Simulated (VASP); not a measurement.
# As (P6/mmm) in VASP: a series of runs, part 2 of 2

VASP 6.6.1. Earlier steps stand in the parts before.

**3. Relaxation of cell and atoms, PBE, target pressure 56 GPa, at which the enthalpy is minimised**

This run uses another cell than the first one, of the same volume but with other edges.

Input file INCAR:

```
SYSTEM = As
PREC = Accurate
ENCUT = 600
EDIFF = 1E-6
ISMEAR = -1
SIGMA = 0.08
LREAL = .FALSE.
LASPH = .TRUE.
NELM = 100
ALGO = Normal
ISIF = 3
LWAVE = .FALSE.
LCHARG = .FALSE.
GGA = PE
IBRION = 2
NSW = 60
EDIFFG = -0.005
PSTRESS = 560.0
```

Input file KPOINTS:

```
regular mesh
0
G
  9 9 12
  0 0 0
```

Input file POSCAR:

```
As
1.0
    4.2492668607      0.0000000000      0.0000000000
   -2.1246334304      3.6799730488      0.0000000000
    0.0000000000      0.0000000000      2.6345454536
As
3
Direct
    0.0000000000      0.0000000000      0.0000000000
    0.3333333333      0.6666666667      0.5000000000
    0.6666666667      0.3333333333      0.5000000000
```

Potentials or basis: VASP PAW PBE potentials, release 64 (As).

On the command line:

```bash
cat potpaw_PBE.64/As/POTCAR > POTCAR
mpirun -np 1 vasp_std > vasp.out
```

OUTCAR:

```text
SYSTEM = As
   PREC = Accurate
   ENCUT = 600
   EDIFF = 1E-6
   ISMEAR = -1
   LREAL = .FALSE.
   LASPH = .TRUE.
   NELM = 100
   ISIF = 3
   GGA = PE
   IBRION = 2
   NSW = 60
   EDIFFG = -0.005
   PSTRESS = 560.0

 ion  position               nearest neighbor table
   1  0.000  0.000  0.000-   2 2.78   3 2.78   2 2.78   3 2.78   3 2.78   3 2.78   2 2.78   2 2.78
                             3 2.78   3 2.78   2 2.78   2 2.78
   2  0.333  0.667  0.500-   3 2.45   3 2.45   3 2.45   1 2.78   1 2.78   1 2.78   1 2.78   1 2.78
                             1 2.78
   3  0.667  0.333  0.500-   2 2.45   2 2.45   2 2.45   1 2.78   1 2.78   1 2.78   1 2.78   1 2.78
                             1 2.78

  LATTYP: Found a hexagonal cell.
 ALAT       =     4.2492668607
 C/A-ratio  =     0.6200000000

  Lattice vectors:

 A1 = (   4.2492668607,   0.0000000000,   0.0000000000)
 A2 = (  -2.1246334304,   3.6799730488,   0.0000000000)
 A3 = (   0.0000000000,   0.0000000000,   2.6345454536)

Analysis of symmetry for initial positions (statically):
=====================================================================
 Subroutine PRICEL returns:
 Original cell was already a primitive cell.

 Routine SETGRP: Setting up the symmetry group for a
 hexagonal supercell.

 Subroutine GETGRP returns: Found 24 space group operations
 (whereof 24 operations were pure point group operations)
 out of a pool of 24 trial point group operations.

The static configuration has the point symmetry D_6h.

Analysis of symmetry for dynamics (positions and initial velocities):
=====================================================================
 Subroutine PRICEL returns:
 Original cell was already a primitive cell.

 Routine SETGRP: Setting up the symmetry group for a
 hexagonal supercell.

 Subroutine GETGRP returns: Found 24 space group operations
 (whereof 24 operations were pure point group operations)
 out of a pool of 24 trial point group operations.

The dynamic configuration has the point symmetry D_6h.

 Subroutine INISYM returns: Found 24 space group operations
[... 131 lines left out ...]
 non-spin polarized calculation
  energy-cutoff  :      600.00
  volume of cell :       41.20
 maximum number of plane-waves:      1414
 NGX is ok and might be reduce to    36

--------------------------------------- Ionic step        1  -------------------------------------------

 number of electron      15.0000001 magnetization

 Free energy of the ion-electron system (eV)
  ---------------------------------------------------
  ext. energy  EPLUGINS =         0.00000000
  ---------------------------------------------------
  free energy    TOTEN  =       -10.48061295 eV

  energy without entropy =      -10.45956281  energy(sigma->0) =      -10.47008788

------------------------ aborting loop because EDIFF is reached ----------------------------------------

  FORCE on cell =-STRESS in cart. coord.  units (eV):
  Direction    XX          YY          ZZ          XY          YZ          ZX
  --------------------------------------------------------------------------------------
  -------------------------------------------------------------------------------------
  Total       15.8495149     15.8495149     12.7339405     -0.0000000      0.0000000      0.0000000
  in kB      616.3994117    616.3994116    495.2324084     -0.0000000      0.0000000      0.0000000
  external PRESSURE =      16.0104106 kB  Pullay stress =     560.0000000 kB
[... 182 lines left out ...]
--------------------------------------- Ionic step        6  -------------------------------------------

 number of electron      15.0000001 magnetization

 Free energy of the ion-electron system (eV)
  ---------------------------------------------------
  ext. energy  EPLUGINS =         0.00000000
  ---------------------------------------------------
  free energy    TOTEN  =       -10.58329021 eV

  energy without entropy =      -10.55682607  energy(sigma->0) =      -10.57005814

 E-fermi :  10.8101     XC(G=0): -12.2407

 val. band max:       10.8066054932   @ k =   0.2222   0.1111   0.1667
 cond. band min:      10.8338182617   @ k =   0.4444   0.0000   0.3333
 fundamental gap:      0.0272127685
 Fermi energy:        10.8100575855

 k-point     1 :       0.0000    0.0000    0.0000
  band No.  band energies     occupation
      1      -7.8480      2.00000
      2       0.9596      2.00000
      3       1.1238      2.00000
      4       4.0395      2.00000
      5       4.0395      2.00000
      6       4.3837      2.00000
      7       4.3837      2.00000
      8      13.3295      0.00000
      9      17.7775      0.00000
     10      19.6498      0.00000
     11      19.6498      0.00000
[... 309 lines left out ...]
 k-point    24 :       0.3333    0.3333    0.0833
  band No.  band energies     occupation
      1      -4.1807      2.00000
      2      -4.1807      2.00000
      3      -4.0139      2.00000
      4       6.4940      2.00000
      5       6.9942      2.00000
      6       6.9942      2.00000
      7      13.9457      0.00000
      8      13.9457      0.00000
      9      14.8815      0.00000
     10      15.8018      0.00000
     11      16.0418      0.00000

 [... further k-points ...]
[... 5 lines left out ...]
  --------------------------------------------------------------------------------------
  -------------------------------------------------------------------------------------
  Total       14.4554492     14.4554492     14.4571712     -0.0000000     -0.0000000      0.0000000
  in kB      559.8139642    559.8139641    559.8806510     -0.0000000     -0.0000000      0.0000000
  external PRESSURE =      -0.1638069 kB  Pullay stress =     560.0000000 kB
[... 22 lines left out ...]
  energy  without entropy=      -10.5568260720  energy(sigma->0) =      -10.57005814

  enthalpy is  TOTEN    =         3.8769627827 eV   P V=       14.4602529906

 reached required accuracy - stopping structural energy minimisation
```

OSZICAR:

```text
N       E                     dE             d eps       ncg     rms          rms(c)
DAV:   1     0.576183426025E+02    0.57618E+02   -0.71185E+03  1848   0.132E+03
DAV:   2    -0.716612781766E+01   -0.64784E+02   -0.60904E+02  2356   0.184E+02
DAV:   3    -0.104715452864E+02   -0.33054E+01   -0.31360E+01  2307   0.398E+01
DAV:   4    -0.105196873161E+02   -0.48142E-01   -0.47953E-01  2293   0.406E+00
[... 39 lines left out ...]
DAV:   1    -0.105881053917E+02   -0.23914E+00   -0.21351E-01  1957   0.315E+00    0.401E-01
DAV:   2    -0.105850028959E+02    0.31025E-02   -0.67855E-03  2032   0.673E-01    0.237E-01
DAV:   3    -0.105832947410E+02    0.17082E-02   -0.28416E-03  2043   0.371E-01    0.290E-02
DAV:   4    -0.105832902401E+02    0.45009E-05   -0.86136E-05  2081   0.761E-02    0.212E-02
DAV:   5    -0.105832902079E+02    0.32213E-07   -0.82185E-06  2031   0.211E-02
   6 F= 0.38769628E+01 E0= 0.38901949E+01  d E =-.291995E-02
```

CONTCAR:

```text
As
   1.00000000000000
     4.3071802651090021   -0.0000000000157254    0.0000000000000000
    -2.1535901326188007    3.7301275282314332   -0.0000000000000000
     0.0000000000000000   -0.0000000000000000    2.5750265918688333
  As
     3
Direct
     0.0000000000000000    0.0000000000000000    0.0000000000000000
     0.3333333332999970    0.6666666667000030    0.5000000000000000
     0.6666666667000030    0.3333333332999970    0.5000000000000000

  0.00000000E+00  0.00000000E+00  0.00000000E+00
  0.00000000E+00  0.00000000E+00  0.00000000E+00
  0.00000000E+00  0.00000000E+00  0.00000000E+00
```

It took 96 s on 1 thread of Intel Xeon Platinum 8259CL at 2.50GHz (Skylake/Cascade Lake), shared host; peak memory 0.2 GiB.

Results:

* Free energy: -10.5833 eV
* Relaxed volume: 13.79 Å³/atom
* Relaxed cell: a = 4.307 Å, b = 4.307 Å, c = 2.575 Å, α = 90.00°, β = 90.00°, γ = 120.00°
* Space group after relaxing (to 0.05 Å): P6/mmm (No. 191)
* Energy change on relaxing (the enthalpy is what falls): -34.2 meV/atom
* Ionic steps: 6
* Pressure after relaxing: 56.0 GPa

The path:
| step | energy change (eV) | largest force (eV/Å) | pressure (GPa) | volume (Å³) |
| --- | --- | --- | --- | --- |
| 1 | 0.0000 | 0.0000 | 57.60 | 41.20 |
| 2 | -0.3048 | 0.0000 | 51.77 | 41.99 |
| 3 | -0.2273 | 0.0000 | 53.51 | 41.74 |
| 4 | -0.2170 | 0.0000 | 53.72 | 41.71 |
| 5 | 0.1316 | 0.0000 | 60.54 | 40.73 |
| 6 | -0.1027 | 0.0000 | 55.98 | 41.37 |

Final structure:
```yaml
crystal:
  lattice:
    - [4.30718, 0.00000, 0.00000]
    - [-2.15359, 3.73013, 0.00000]
    - [0.00000, 0.00000, 2.57503]
  atoms:
    - { symbol: As, position: [0.00000, 0.00000, 0.00000] }
    - { symbol: As, position: [0.33333, 0.66667, 0.50000] }
    - { symbol: As, position: [0.66667, 0.33333, 0.50000] }
```

Levels at points of the mesh, in eV from the Fermi level:
```
           k point  band 6  band 7  band 8  band 9  band 10  band 11
(0.00, 0.00, 0.00)   -6.43   -6.43    2.52    6.97     8.84     8.84
(0.00, 0.00, 0.50)   -3.52   -3.52   -3.32   -1.27    -1.27    -0.26
```

Caveat: the cell is relaxed towards a set pressure, so the enthalpy falls and the energy may rise; the bands computed are all filled at some k points, so no gap is given.

**4. Relaxation of cell and atoms, PBE, target pressure 56 GPa, at which the enthalpy is minimised**

INCAR, as its differences from that of step 3:

```diff
@@ -8,3 +8,3 @@
 LASPH = .TRUE.
-NELM = 100
+NELM = 60
 ALGO = Normal
@@ -15,3 +15,3 @@
 IBRION = 2
-NSW = 60
+NSW = 32
 EDIFFG = -0.005
```

Input file KPOINTS:

```
Automatic mesh
0
G
  9 9 12
  0 0 0
```

Input file POSCAR:

```
As
1.0
    4.3010971191      0.0000000000      0.0000000000
   -2.1505485596      3.7248593693      0.0000000000
    0.0000000000      0.0000000000      2.5719009519
As
3
Direct
    0.0000000000      0.0000000000      0.0000000000
    0.3333333333      0.6666666667      0.5000000000
    0.6666666667      0.3333333333      0.5000000000
```

Potentials or basis: VASP PAW PBE potentials, release 64 (As).

On the command line:

```bash
cat potpaw_PBE.64/As/POTCAR > POTCAR
mpirun -np 1 vasp_std > vasp.out
```

OUTCAR:

```text
SYSTEM = As
   PREC = Accurate
   ENCUT = 600
   EDIFF = 1E-6
   ISMEAR = -1
   LREAL = .FALSE.
   LASPH = .TRUE.
   NELM = 60
   ISIF = 3
   GGA = PE
   IBRION = 2
   NSW = 32
   EDIFFG = -0.005
   PSTRESS = 560.0

 ion  position               nearest neighbor table
   1  0.000  0.000  0.000-   2 2.80   3 2.80   2 2.80   3 2.80   3 2.80   3 2.80   2 2.80   2 2.80
                             3 2.80   3 2.80   2 2.80   2 2.80
   2  0.333  0.667  0.500-   3 2.48   3 2.48   3 2.48   1 2.80   1 2.80   1 2.80   1 2.80   1 2.80
                             1 2.80
   3  0.667  0.333  0.500-   2 2.48   2 2.48   2 2.48   1 2.80   1 2.80   1 2.80   1 2.80   1 2.80
                             1 2.80

  LATTYP: Found a hexagonal cell.
 ALAT       =     4.3010971191
 C/A-ratio  =     0.5979639335

  Lattice vectors:

 A1 = (   4.3010971191,   0.0000000000,   0.0000000000)
 A2 = (  -2.1505485596,   3.7248593693,   0.0000000000)
 A3 = (   0.0000000000,   0.0000000000,   2.5719009519)

Analysis of symmetry for initial positions (statically):
=====================================================================
 Subroutine PRICEL returns:
 Original cell was already a primitive cell.

 Routine SETGRP: Setting up the symmetry group for a
 hexagonal supercell.

 Subroutine GETGRP returns: Found 24 space group operations
 (whereof 24 operations were pure point group operations)
 out of a pool of 24 trial point group operations.

The static configuration has the point symmetry D_6h.

Analysis of symmetry for dynamics (positions and initial velocities):
=====================================================================
 Subroutine PRICEL returns:
 Original cell was already a primitive cell.

 Routine SETGRP: Setting up the symmetry group for a
 hexagonal supercell.

 Subroutine GETGRP returns: Found 24 space group operations
 (whereof 24 operations were pure point group operations)
 out of a pool of 24 trial point group operations.

The dynamic configuration has the point symmetry D_6h.

 Subroutine INISYM returns: Found 24 space group operations
[... 131 lines left out ...]
 non-spin polarized calculation
  energy-cutoff  :      600.00
  volume of cell :       41.20
 maximum number of plane-waves:      1402
 NGX is ok and might be reduce to    36

--------------------------------------- Ionic step        1  -------------------------------------------

 number of electron      15.0000001 magnetization

 Free energy of the ion-electron system (eV)
  ---------------------------------------------------
  ext. energy  EPLUGINS =         0.00000000
  ---------------------------------------------------
  free energy    TOTEN  =       -10.52439775 eV

  energy without entropy =      -10.49783471  energy(sigma->0) =      -10.51111623

------------------------ aborting loop because EDIFF is reached ----------------------------------------

  FORCE on cell =-STRESS in cart. coord.  units (eV):
  Direction    XX          YY          ZZ          XY          YZ          ZX
  --------------------------------------------------------------------------------------
  -------------------------------------------------------------------------------------
  Total       14.7067381     14.7067381     14.6881903     -0.0000000      0.0000000     -0.0000000
  in kB      571.8519061    571.8519061    571.1306973     -0.0000000      0.0000000     -0.0000000
  external PRESSURE =      11.6115032 kB  Pullay stress =     560.0000000 kB
[... 65 lines left out ...]
--------------------------------------- Ionic step        3  -------------------------------------------

 number of electron      15.0000001 magnetization

 Free energy of the ion-electron system (eV)
  ---------------------------------------------------
  ext. energy  EPLUGINS =         0.00000000
  ---------------------------------------------------
  free energy    TOTEN  =       -10.58220938 eV

  energy without entropy =      -10.55576048  energy(sigma->0) =      -10.56898493

 E-fermi :  10.8110     XC(G=0): -12.2410

 val. band max:       10.8079747285   @ k =   0.2222   0.1111   0.1667
 cond. band min:      10.8338377714   @ k =   0.4444   0.0000   0.3333
 fundamental gap:      0.0258630428
 Fermi energy:        10.8110110599

 k-point     1 :       0.0000    0.0000    0.0000
  band No.  band energies     occupation
      1      -7.8478      2.00000
      2       0.9620      2.00000
      3       1.1265      2.00000
      4       4.0401      2.00000
      5       4.0401      2.00000
      6       4.3846      2.00000
      7       4.3846      2.00000
      8      13.3273      0.00000
      9      17.7755      0.00000
     10      19.6527      0.00000
     11      19.6527      0.00000
[... 309 lines left out ...]
 k-point    24 :       0.3333    0.3333    0.0833
  band No.  band energies     occupation
      1      -4.1800      2.00000
      2      -4.1800      2.00000
      3      -4.0132      2.00000
      4       6.4953      2.00000
      5       6.9961      2.00000
      6       6.9961      2.00000
      7      13.9456      0.00000
      8      13.9456      0.00000
      9      14.8802      0.00000
     10      15.8047      0.00000
     11      16.0429      0.00000

 [... further k-points ...]
[... 5 lines left out ...]
  --------------------------------------------------------------------------------------
  -------------------------------------------------------------------------------------
  Total       14.4605365     14.4605365     14.4570395     -0.0000000     -0.0000000      0.0000000
  in kB      560.0533020    560.0533020    559.9178632     -0.0000000     -0.0000000      0.0000000
  external PRESSURE =       0.0081558 kB  Pullay stress =     560.0000000 kB
[... 22 lines left out ...]
  energy  without entropy=      -10.5557604819  energy(sigma->0) =      -10.56898493

  enthalpy is  TOTEN    =         3.8769508923 eV   P V=       14.4591602741

 reached required accuracy - stopping structural energy minimisation
```

OSZICAR:

```text
N       E                     dE             d eps       ncg     rms          rms(c)
DAV:   1     0.569861535413E+02    0.56986E+02   -0.72143E+03  1848   0.132E+03
DAV:   2    -0.703440666910E+01   -0.64021E+02   -0.59895E+02  2404   0.183E+02
DAV:   3    -0.104969575453E+02   -0.34626E+01   -0.32149E+01  2406   0.394E+01
DAV:   4    -0.105637551355E+02   -0.66798E-01   -0.66286E-01  2272   0.422E+00
[... 16 lines left out ...]
       N       E                     dE             d eps       ncg     rms          rms(c)
DAV:   1    -0.105837867061E+02    0.14565E+00   -0.55452E-02  1905   0.157E+00    0.245E-01
DAV:   2    -0.105827418104E+02    0.10449E-02   -0.99568E-04  2060   0.268E-01    0.140E-01
DAV:   3    -0.105822103061E+02    0.53150E-03   -0.87559E-04  1914   0.198E-01    0.234E-02
DAV:   4    -0.105822093819E+02    0.92428E-06   -0.71466E-06  2148   0.239E-02
   3 F= 0.38769509E+01 E0= 0.38901753E+01  d E =-.585270E-03
```

Wall time 51 s (1 thread of Intel Xeon Platinum 8259CL at 2.50GHz (Skylake/Cascade Lake), shared host); peak memory 0.2 GiB.

Results:

- Free energy: -10.5822 eV
- Relaxed volume: 13.79 Å³/atom
- Relaxed cell: a = 4.307 Å, b = 4.307 Å, c = 2.575 Å, α = 90.00°, β = 90.00°, γ = 120.00°
- Space group after relaxing (to 0.05 Å): P6/mmm (No. 191)
- Energy change on relaxing (the enthalpy is what falls): -19.3 meV/atom
- Ionic steps: 3
- Pressure after relaxing: 56.0 GPa

The path:
| step | energy change (eV) | largest force (eV/Å) | pressure (GPa) | volume (Å³) |
| --- | --- | --- | --- | --- |
| 1 | 0.0000 | 0.0000 | 57.16 | 41.20 |
| 2 | -0.2050 | 0.0000 | 53.06 | 41.80 |
| 3 | -0.0578 | 0.0000 | 56.00 | 41.37 |

Final structure:
```xyz
3
Lattice="4.3069 0.0000 0.0000 -2.1535 3.7299 0.0000 0.0000 0.0000 2.5752" Properties=species:S:1:pos:R:3 pbc="T T T"
As   -2.1535    3.7299    2.5752
As    0.0000    2.4866    1.2876
As    2.1535    1.2433    1.2876
```

Levels at points of the mesh, in eV from the Fermi level:
```csv
k point,band 6,band 7,band 8,band 9,band 10,band 11
"(0.00, 0.00, 0.00)",-6.43,-6.43,2.52,6.96,8.84,8.84
"(0.00, 0.00, 0.50)",-3.52,-3.52,-3.31,-1.27,-1.27,-0.26
```

Caveat: the cell is relaxed towards a set pressure, so the enthalpy falls and the energy may rise; the bands computed are all filled at some k points, so no gap is given.

**5. Overview**

| task | cell | cutoff (eV) | pressure (GPa) |
| --- | --- | --- | --- |
| single point | a = 4.301, b = 4.301, c = 2.572 Å, angles 90.0, 90.0, 120.0°, 3 atoms | 520 | 57.1 |
| relaxation of cell and atoms | relaxed to 56 GPa from a = 4.249, b = 4.249, c = 2.635 Å, angles 90.0, 90.0, 120.0°, 3 atoms | 600 | 56.0 |
| relaxation of cell and atoms | relaxed to 56 GPa from a = 4.301, b = 4.301, c = 2.572 Å, angles 90.0, 90.0, 120.0°, 3 atoms | 600 | 56.0 |

Alike in all rows: level PBE; potentials or basis VASP PAW PBE potentials, release 64 (As); no spin polarisation; k mesh 9 × 9 × 12; smearing fermi-dirac 0.08 eV.

Caveats: the cell is relaxed towards a set pressure, so the enthalpy falls and the energy may rise (some runs); the bands computed are all filled at some k points, so no gap is given (some runs).

Absolute energies hang on the potentials; compare differences alone.
